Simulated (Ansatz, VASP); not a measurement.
# One calculation of Fe, two programs

File INCAR:

```
PREC = Accurate
ENCUT = 520
EDIFF = 1E-7
ISMEAR = 0
SIGMA = 0.15
LREAL = False
LASPH = True
NELM = 150
ALGO = Normal
ISIF = 2
LWAVE = False
LCHARG = False
ISPIN = 2
MAGMOM = 2.64
LORBIT = 11
LMAXMIX = 4
GGA = PS
NBANDS = 14
```

Contents of KPOINTS:

```
Automatic mesh
0
Gamma
  26 26 26
```

POSCAR

```
Fe
1.0
   -1.6153042014      1.6153042014      1.1420200704
    1.6153042014     -1.6153042014      1.1420200704
    1.6153042014      1.6153042014     -1.1420200704
Fe
1
Direct
    0.0000000000      0.0000000000      0.0000000000
```

Input for Ansatz:

```yaml
crystal:
  lattice:
    - [-1.6153042014, 1.6153042014, 1.1420200704]
    - [1.6153042014, -1.6153042014, 1.1420200704]
    - [1.6153042014, 1.6153042014, -1.1420200704]
  atoms:
    - { symbol: Fe, position: [0.0, 0.0, 0.0], spin: 2.64 }
basis:
  ecutwfc: 420
kpoints:
  mp_grid: { grid: [26, 26, 26] }
hamiltonian:
  xc: pbesol
scf:
  occupations: { method: gaussian, width: 0.15 }
output:
  forces: true
  stress: true
  eigenvalues: true
  populations: true
  write_density: true
  write_potential: true
  elf: true
  volumetric_format: npy
magnetization:
  spin_polarized: true
```

Alike in both runs: task single point; functional PBEsol; k mesh 26 × 26 × 26; occupations gaussian, width 0.15 eV; collinear spin.

|  | VASP | Ansatz |
| --- | --- | --- |
| version | VASP 6.6.1 | Ansatz 0.2.0 |
| potentials or method | VASP PAW PBE potentials, release 64 (Fe), cutoff 520 eV | scalar-relativistic, plane waves, PAW |
| valence electrons in the cell | 8 | 16 |

|  | VASP | Ansatz | Ansatz less VASP |
| --- | --- | --- | --- |
| gap on the k mesh at the Fermi level (eV) | none | none | - |
| pressure (GPa) | -5.9 | -6.1 | -0.22 |
| traceless stress, the component that is largest in VASP (GPa) | 23.14 | 23.88 | +0.743 |
| net moment per atom (μB) | 2.28 | 2.26 | -0.022 |
| size of the moment on the site where the two differ most (μB) | 2.25 | 2.22 | -0.030 |

VASP's potentials were made for PBE, not for PBEsol. Site moments also hang on the region over which each program counts them. A gap of «none» marks a metal or a gap that the smearing closes. VASP's potentials hold 8 valence electrons a cell and Ansatz's 16, so a difference there can come from the potentials and not from the codes.
